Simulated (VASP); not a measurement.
The system is InPd.

```
In Pd
1.0
     3.27188    0.00000    0.00000
     0.00000    3.27188    0.00000
     0.00000    0.00000    3.27188
In Pd
1 1
Direct
  0.00000 0.00000 0.00000
  0.50000 0.50000 0.50000
```

```yaml
Program: VASP 6.6.1
Task: relaxation of cell and atoms
Functional: PBEsol
Potentials_or_basis: VASP PAW PBE potentials, release 64 (In_d, Pd)
Cutoff: 600 eV
k_mesh: 8 × 8 × 8
Occupations: fermi-dirac, width 0.05 eV
Spin: no spin polarisation
```

At the start: pressure -2.8 GPa; volume 17.51 Å³/atom.

Problem. Where does the relaxation end?

Solution. Over 3 steps the energy falls by 3.5 meV/atom and the volume is 17.13 Å³/atom (-2.2 %); space group Pm-3m (No. 221, to 0.05 Å).

Step by step:
```
step  energy change (eV)  largest force (eV/Å)  pressure (GPa)  volume (Å³)
   1              0.0000                0.0000           -2.83        35.03
   2              0.0012                0.0000            3.44        33.48
   3             -0.0070                0.0000            0.09        34.27
```

Final structure:
```yaml
crystal:
  lattice:
    - [3.24801, 0.00000, 0.00000]
    - [0.00000, 3.24801, 0.00000]
    - [0.00000, 0.00000, 3.24801]
  atoms:
    - { symbol: In, position: [0.00000, 0.00000, 0.00000] }
    - { symbol: Pd, position: [0.50000, 0.50000, 0.50000] }
```

Caveat: the PAW data sets were made with another functional, which shifts forces and pressure a little.
